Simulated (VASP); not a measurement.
Set up this calculation in VASP 6.6.1, as the native input.

```
Task                   : single point
Functional             : PBEsol
Potentials or basis    : VASP PAW PBE potentials, release 64 (Zn, Bi_d)
Cutoff                 : 520 eV
k mesh                 : 9 × 9 × 9
Occupations            : gaussian, width 0.1 eV
Spin                   : no spin polarisation
Dipole correction      : no
Further INCAR settings : ALGO = Fast; EDIFF = 1e-06; NBANDS = 36
```

The structure of ZnBi3 lies in POSCAR:

```
ZnBi3
1.0
    5.0164350216     -0.0487316400     -0.0487316400
   -0.0487316400      5.0164350216      0.0487316400
   -0.0487316400      0.0487316400      5.0164350216
Zn Bi
1 3
Direct
   -0.0179201793      0.0179201793      0.0179201793
   -0.0176218278      0.4822289964      0.4822289964
    0.5177710036      0.0176218278      0.4822289964
    0.5177710036      0.4822289964      0.0176218278
```

This cell differs from its parent crystal: strained and its atoms moved.

The input as run:

INCAR

```
ALGO     = Fast           # electronic algorithm
EDIFF    = 1E-6           # SCF threshold, eV
ENCUT    = 520            # plane-wave cutoff, eV
GGA      = PS             # functional
ISIF     = 2              # what is computed and relaxed
ISMEAR   = 0              # smearing method
LASPH    = True           # aspherical terms in the spheres
LCHARG   = False          # write CHGCAR
LREAL    = False          # projectors in reciprocal space
LWAVE    = False          # write WAVECAR
NBANDS   = 36             # bands
NELM     = 100            # most SCF steps
PREC     = Accurate       # precision mode
SIGMA    = 0.1            # smearing width, eV
```

KPOINTS

```
k-points
0
Gamma
  9 9 9
```

Potentials or basis: VASP PAW PBE potentials, release 64 (Zn, Bi_d).

The run is started by

```console
$ cat potpaw_PBE.64/Zn/POTCAR potpaw_PBE.64/Bi_d/POTCAR > POTCAR
$ mpirun -np 1 vasp_std > vasp.out
```

It gave:

```
Pressure               : -4.7 GPa
Largest force          : 0.280 eV/Å
Band gap on the k mesh : zero (an odd number of electrons rules out a gap without spin polarisation)
```

Caveat: the cell differs from its parent crystal (strained and its atoms moved); the cell stands under tension; the PAW data sets were made with another functional, which shifts forces and pressure a little; spin-orbit coupling is left out, which moves the levels of the heavy elements.

Wall time 11 min on 1 thread of Intel Xeon 8259CL, on a shared host, peak memory 0.47 GiB.
